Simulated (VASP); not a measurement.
# CeO2 (P1) in VASP: single point with r2SCAN

Aim: the single point of CeO2 with r2SCAN.

Program: VASP 6.6.1. These are calculated values, not measurements. Logs are shortened: lines on timing, memory, paths and dates and some standing lists are left out, and cuts for length are marked.

**1. The cell of the first run**

The typed cell holds 3 atoms: a = 3.866 Å, b = 3.866 Å, c = 3.866 Å, α = 60.00°, β = 60.00°, γ = 60.00°.

**2. Single point, r2SCAN**

File POSCAR:

```
CeO2
1.0
    0.0000000000      2.7337250000      2.7337250000
    2.7337250000      0.0000000000      2.7337250000
    2.7337250000      2.7337250000      0.0000000000
Ce O
1 2
Direct
    0.0004910000      0.0041080000     -0.0032040000
    0.2451960000      0.2477560000      0.2591260000
    0.7630490000      0.7523270000      0.7392250000
```

File INCAR.step1:

```
  PREC = Accurate
  ENCUT = 800
  ISMEAR = 0
  SIGMA = 0.01
  LREAL = False
  LASPH = True
  NELM = 200
  NBANDS = 19
  GGA = PE
  ALGO = Normal
  EDIFF = 1E-5
  LWAVE = True
  LCHARG = False
  GGA_COMPAT = False
  LMAXMIX = 6
  KPAR = 4
```

File INCAR.step2:

```
  PREC = Accurate
  ENCUT = 800
  EDIFF = 1E-6
  ISMEAR = 0
  SIGMA = 0.01
  LREAL = False
  LASPH = True
  NELM = 200
  ALGO = Normal
  ISIF = 2
  LWAVE = False
  LCHARG = True
  METAGGA = R2SCAN
  LMIXTAU = True
  LVHAR = True
  NBANDS = 19
  ISTART = 1
  GGA_COMPAT = False
  LMAXMIX = 6
  KPAR = 4
```

File KPOINTS:

```
Automatic mesh
0
Gamma
  16 16 16
```

Potentials or basis: VASP PAW PBE potentials, release 64 (Ce, O).

Started as:

```bash
$ cat potpaw_PBE.64/Ce/POTCAR potpaw_PBE.64/O/POTCAR > POTCAR
$ cp INCAR.step1 INCAR
$ mpirun -np 4 vasp_std > vasp.out
$ cp INCAR.step2 INCAR
$ mpirun -np 4 vasp_std > vasp.out
```

OUTCAR:

```text
PREC = Accurate
   ENCUT = 800
   EDIFF = 1E-6
   ISMEAR = 0
   LREAL = False
   LASPH = True
   NELM = 200
   ISIF = 2
   METAGGA = R2SCAN
   ISTART = 1

 ion  position               nearest neighbor table
   1  0.000  0.004  0.997-   2 2.33   3 2.34   3 2.36   3 2.36   2 2.37   2 2.38   2 2.39   3 2.41

   2  0.245  0.248  0.259-   1 2.33   1 2.37   1 2.38   1 2.39
   3  0.763  0.752  0.739-   1 2.34   1 2.36   1 2.36   1 2.41

  LATTYP: Found a face centered cubic cell.
 ALAT       =     5.4674500000

  Lattice vectors:

 A1 = (   0.0000000000,   2.7337250000,   2.7337250000)
 A2 = (   2.7337250000,   0.0000000000,   2.7337250000)
 A3 = (   2.7337250000,   2.7337250000,   0.0000000000)

Analysis of symmetry for initial positions (statically):
=====================================================================
 Subroutine PRICEL returns:
 Original cell was already a primitive cell.

 Routine SETGRP: Setting up the symmetry group for a
 face centered cubic supercell.

 Subroutine GETGRP returns: Found  1 space group operations
 (whereof  1 operations were pure point group operations)
 out of a pool of 48 trial point group operations.

The static configuration has the point symmetry C_1 .

Analysis of symmetry for dynamics (positions and initial velocities):
=====================================================================
 Subroutine PRICEL returns:
 Original cell was already a primitive cell.

 Routine SETGRP: Setting up the symmetry group for a
 face centered cubic supercell.

 Subroutine GETGRP returns: Found  1 space group operations
 (whereof  1 operations were pure point group operations)
 out of a pool of 48 trial point group operations.

The dynamic configuration has the point symmetry C_1 .

 Subroutine INISYM returns: Found  1 space group operations
 (whereof  1 operations are pure point group operations),
 and found     1 'primitive' translations

----------------------------------------------------------------------------------------

                                     Primitive cell

  volume of cell :      40.8596

  direct lattice vectors                    reciprocal lattice vectors
     0.000000000  2.733725000  2.733725000    -0.182900621  0.182900621  0.182900621
     2.733725000  0.000000000  2.733725000     0.182900621 -0.182900621  0.182900621
     2.733725000  2.733725000  0.000000000     0.182900621  0.182900621 -0.182900621

  length of vectors
     3.866070971  3.866070971  3.866070971     0.316793168  0.316793168  0.316793168

  position of ions in fractional coordinates (direct lattice)
     0.000491000  0.004108000  0.996796000
     0.245196000  0.247756000  0.259126000
     0.763049000  0.752327000  0.739225000

  ion indices of the primitive-cell ions
   primitive index   ion index
                 1           1
                 2           2
                 3           3

----------------------------------------------------------------------------------------

 KPOINTS: Automatic mesh

Automatic generation of k-mesh.
 Grid dimensions read from file:
 generate k-points for:   16   16   16

 Generating k-lattice:

  Cartesian coordinates                     Fractional coordinates (reciprocal lattice)
    -0.011431289  0.011431289  0.011431289     0.062500000  0.000000000  0.000000000
     0.011431289 -0.011431289  0.011431289     0.000000000  0.062500000  0.000000000
     0.011431289  0.011431289 -0.011431289     0.000000000  0.000000000  0.062500000

  Length of vectors
     0.019799573  0.019799573  0.019799573

  Shift w.r.t. Gamma in fractional coordinates (k-lattice)
     0.000000000  0.000000000  0.000000000

 Subroutine IBZKPT returns following result:
 ===========================================

 Found   2052 irreducible k-points:

 Following reciprocal coordinates:
            Coordinates               Weight
  0.000000  0.000000  0.000000      1.000000
  0.062500  0.000000  0.000000      2.000000
  0.000000  0.062500  0.000000      2.000000
  0.000000  0.000000  0.062500      2.000000
  0.062500  0.062500  0.062500      2.000000
  0.125000  0.000000  0.000000      2.000000
[... 16 lines left out ...]
  0.000000  0.375000  0.000000      2.000000
  0.000000  0.000000  0.375000      2.000000
 [... further k-points ...]
   k-points           NKPTS =   2052   k-points in BZ     NKDIM =   2052   number of bands    NBANDS=     19
   number of dos      NEDOS =    301   number of ions     NIONS =      3
   total plane-waves  NPLWV =  46656
   dimension x,y,z NGX =    36 NGY =   36 NGZ =   36
   dimension x,y,z NGXF=    72 NGYF=   72 NGZF=   72
   ions per type =               1   2
   NGX,Y,Z   is equivalent  to a cutoff of  15.48, 15.48, 15.48 a.u.
   NGXF,Y,Z  is equivalent  to a cutoff of  30.96, 30.96, 30.96 a.u.
 SYSTEM =  unknown system
   PREC   = accura    normal or accurate (medium, high low for compatibility)
   ISTART =      1    job   : 0-new  1-cont  2-samecut
   ICHARG =      0    charge: 1-file 2-atom 10-const
   ISPIN  =      1    spin polarized calculation?
   LNONCOLLINEAR =      F non collinear calculations
   LSORBIT =      F    spin-orbit coupling
   LASPH  =      T    aspherical Exc in radial PAW
   ENCUT  =  800.0 eV  58.80 Ry    7.67 a.u.   8.92  8.92  8.92*2*pi/ulx,y,z
   NELM   =    200;   NELMIN=  2; NELMDL=  0     # of ELM steps
   EDIFF  = 0.1E-05   stopping-criterion for ELM
   LREAL  =      F    real-space projection
   EDIFFG = 0.1E-04   stopping-criterion for IOM
   NSW    =      0    number of steps for IOM
   IBRION =     -1    ionic relax: 0-MD 1-quasi-New 2-CG
   NFREE  =      0    steps in history (QN), initial steepest desc. (CG)
   ISIF   =      2    stress and relaxation
   ISYM   =      2    0-nonsym 1-usesym 2-fastsym
   POTIM  = 0.5000    time-step for ionic-motion
   TEBEG  =    0.0;   TEEND  =   0.0 temperature during run
   PSTRESS=    0.0 pullay stress
   NELECT =      24.0000    total number of electrons
   NUPDOWN=      -1.0000    fix difference up-down
   EMIN   =  10.00;   EMAX   =-10.00  energy-range for DOS
   EFERMI =   0.00;   METHOD = LEGACY
   ISMEAR =     0;   SIGMA  =   0.01  broadening in eV -4-tet -1-fermi 0-gaus
   EFERMI_NEDOS =   21; number of points for ismear=-14 and -15
   IALGO  =     38    algorithm
   IMIX   =      4    mixing-type and parameters
     AMIX     =   0.40;   BMIX     =  1.00
     AMIX_MAG =   1.60;   BMIX_MAG =  1.00
  volume/ion in A,a.u.               =      13.62        91.91
  Fermi-wavevector in a.u.,A,eV,Ry     =   1.371030  2.590872 25.575203  1.879724
  Thomas-Fermi vector in A             =   2.496764
   LORBIT       =      0    0 simple, 1 ext, 2 COOP (PROOUT), +10 PAW based schemes
   METAGGA = R2SCAN    functional components
   LHFCALC =     F    Hartree Fock is set to
   AEXX    =    0.0000 exact exchange contribution
   IVDW    =     0    specifies the selected vdW correction
   LEPSILON=     F    determine dielectric tensor
   LRPA    =     F    only Hartree local field effects (RPA)
 non-spin polarized calculation
 Gauss-broadening in eV      SIGMA  =   0.01
  energy-cutoff  :      800.00
  volume of cell :       40.86
 maximum number of plane-waves:      2124
   NGX = 17   NGY = 17   NGZ = 17

 number of electron      24.0000000 magnetization

 Free energy of the ion-electron system (eV)
  ---------------------------------------------------
  ext. energy  EPLUGINS =         0.00000000
  ---------------------------------------------------
  free energy    TOTEN  =       -54.02403502 eV

  energy without entropy =      -54.02403502  energy(sigma->0) =      -54.02403502

 E-fermi :   4.8236     XC(G=0): -11.8752

 val. band max:        4.7834159785   @ k =  -0.2500   0.2500   0.0000
 cond. band min:       6.8603045984   @ k =   0.0000   0.0000   0.5000
 fundamental gap:      2.0768886199
 Fermi energy:         4.8235511793

 k-point     1 :       0.0000    0.0000    0.0000
  band No.  band energies     occupation
      1     -28.8551      2.00000
      2     -12.4763      2.00000
      3     -11.5828      2.00000
      4     -10.5322      2.00000
      5     -10.5100      2.00000
      6     -10.4890      2.00000
[... 11 lines left out ...]
     18       7.8090      0.00000
     19       7.8294      0.00000

 k-point     2 :       0.0625    0.0000    0.0000
  band No.  band energies     occupation
      1     -28.8482      2.00000
      2     -12.6023      2.00000
      3     -11.6140      2.00000
      4     -10.5416      2.00000
      5     -10.5185      2.00000
      6     -10.3557      2.00000
[... 11 lines left out ...]
     18       7.7859      0.00000
     19       7.8060      0.00000

 k-point     3 :       0.0000    0.0625    0.0000
  band No.  band energies     occupation
      1     -28.8481      2.00000
      2     -12.6124      2.00000
      3     -11.6102      2.00000
      4     -10.5401      2.00000
      5     -10.5010      2.00000
      6     -10.3675      2.00000
[... 11 lines left out ...]
     18       7.7797      0.00000
     19       7.8042      0.00000

 k-point     4 :       0.0000    0.0000    0.0625
  band No.  band energies     occupation
      1     -28.8478      2.00000
      2     -12.6332      2.00000
      3     -11.5976      2.00000
      4     -10.5207      2.00000
      5     -10.5023      2.00000
      6     -10.3759      2.00000
[... 11 lines left out ...]
     18       7.7820      0.00000
     19       7.7915      0.00000

 k-point     5 :       0.0625    0.0625    0.0625
  band No.  band energies     occupation
      1     -28.8480      2.00000
      2     -12.6181      2.00000
      3     -11.6076      2.00000
      4     -10.5321      2.00000
      5     -10.5012      2.00000
      6     -10.3718      2.00000
[... 11 lines left out ...]
     18       7.7776      0.00000
     19       7.8026      0.00000
[... 334 lines left out ...]
      2     -14.0014      2.00000
      3     -12.1115      2.00000
      4     -10.6892      2.00000
      5     -10.6405      2.00000
      6      -8.7842      2.00000
[... 11 lines left out ...]
     18       7.6302      0.00000
     19       7.6677      0.00000

 k-point    22 :       0.3750    0.0000    0.0000
  band No.  band energies     occupation
      1     -28.6954      2.00000
      2     -14.1209      2.00000
      3     -12.2641      2.00000
      4     -10.7228      2.00000
      5     -10.6877      2.00000
      6      -8.5909      2.00000
[... 11 lines left out ...]
     18       7.6625      0.00000
     19       7.6906      0.00000

 k-point    23 :       0.0000    0.3750    0.0000
  band No.  band energies     occupation
      1     -28.6923      2.00000
      2     -14.2004      2.00000
      3     -12.2388      2.00000
      4     -10.7282      2.00000
      5     -10.6768      2.00000
      6      -8.5181      2.00000
[... 11 lines left out ...]
     18       7.6638      0.00000
     19       7.6951      0.00000

 k-point    24 :       0.0000    0.0000    0.3750
  band No.  band energies     occupation
      1     -28.6864      2.00000
      2     -14.3441      2.00000
      3     -12.1919      2.00000
      4     -10.7078      2.00000
      5     -10.6798      2.00000
      6      -8.3936      2.00000
[... 11 lines left out ...]
     18       7.6614      0.00000
     19       7.6762      0.00000

 [... further k-points ...]
[... 5 lines left out ...]
  --------------------------------------------------------------------------------------
  -------------------------------------------------------------------------------------
  Total       -0.7543786     -0.7796611     -0.7264077      0.0427787     -0.0284981      0.0097819
  in kB      -29.5804972    -30.5718672    -28.4837084      1.6774280     -1.1174588      0.3835635
  external PRESSURE =     -29.5453576 kB  Pullay stress =       0.0000000 kB

 VOLUME and BASIS-vectors are now :
 -----------------------------------------------------------------------------
  energy-cutoff  :      800.00
  volume of cell :       40.86
      direct lattice vectors                 reciprocal lattice vectors
     0.000000000  2.733725000  2.733725000    -0.182900621  0.182900621  0.182900621
     2.733725000  0.000000000  2.733725000     0.182900621 -0.182900621  0.182900621
     2.733725000  2.733725000  0.000000000     0.182900621  0.182900621 -0.182900621

 POSITION                                       TOTAL-FORCE (eV/Angst)
 -----------------------------------------------------------------------------------
      2.73620      2.72631      0.01257        -0.021329      0.102343     -0.012550
      1.38568      1.37868      1.34760        -0.211399     -0.086848      0.330855
      4.07749      4.10680      4.14262         0.232728     -0.015495     -0.318304
 -----------------------------------------------------------------------------------
    total drift:                                0.000139     -0.000136     -0.000009

  FREE ENERGIE OF THE ION-ELECTRON SYSTEM (eV)
  ---------------------------------------------------
  free  energy   TOTEN  =       -54.0240350235 eV

  energy  without entropy=      -54.0240350235  energy(sigma->0) =      -54.02403502
```

It took 45 min on 4 MPI ranks of Intel Xeon Platinum 8488C (Sapphire Rapids), shared host; peak memory 2.9 GiB.

Results:

| Quantity | Value |
| --- | --- |
| Free energy | -54.0240 eV |
| Pressure | -3.0 GPa |
| Largest force | 0.402 eV/Å |
| Band gap on the k mesh | 2.08 eV (least direct gap 2.18 eV) |

Forces in eV/Å, atoms in the order of the input:
```
Ce  -0.021  0.102 -0.013
O   -0.211 -0.087  0.331
O    0.233 -0.015 -0.318
```

Caveat: the PAW data sets were made with another functional, which shifts forces and pressure a little; spin-orbit coupling is left out, which moves the levels of the heavy elements. A k mesh can miss the band edges.
